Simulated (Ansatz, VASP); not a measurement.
## One calculation of BaTe, two programs

```
Ba Te
1.0
    -3.53745    0.00347   -3.54506
    -3.52211   -7.05460    3.53674
    -3.53176    7.05734    3.53264
Ba Te
4 4
Cartesian
  -7.0578 3.5348 3.5308
  -7.0569 -7.0533 -0.0100
  -3.5309 -0.0022 3.5305
  -7.0564 -3.5237 3.5312
  -3.5239 -3.5268 3.5434
  -3.5347 0.0029 -0.0133
  -7.0607 0.0056 3.5273
  -3.5287 3.5296 3.5392
```

Change from the starting cell: cell x4, atoms moved at random (sigma 0.1 Å) and cell strained at random (1.5 %), then relaxed without symmetry.

Alike in both runs: functional PBE; k mesh 4 × 2 × 2; occupations gaussian, width 0.1 eV; no spin polarisation.

Ansatz relaxed the structure, and its values are those at the end. VASP's run is a single point on that final structure, the one shown.

|  | VASP | Ansatz |
| --- | --- | --- |
| version | VASP 6.6.1 | Ansatz 0.2.0 |
| potentials or method | VASP PAW PBE potentials, release 64 (Ba_sv, Te), cutoff 520 eV | scalar-relativistic, plane waves, PAW |
| valence electrons in the cell | 64 | 104 |

```csv
,VASP,Ansatz,Ansatz less VASP
gap on the k mesh at the Fermi level (eV),1.57,1.65,+0.078
least direct gap on the mesh (eV),1.57,1.65,+0.078
pressure (GPa),0.3,0.0,-0.30
rms of the force components (eV/Å),0.007,0.007,-0.0003
```

VASP's potentials hold 64 valence electrons a cell and Ansatz's 104, so a difference there can come from the potentials and not from the codes.

Spin-orbit coupling is off throughout.
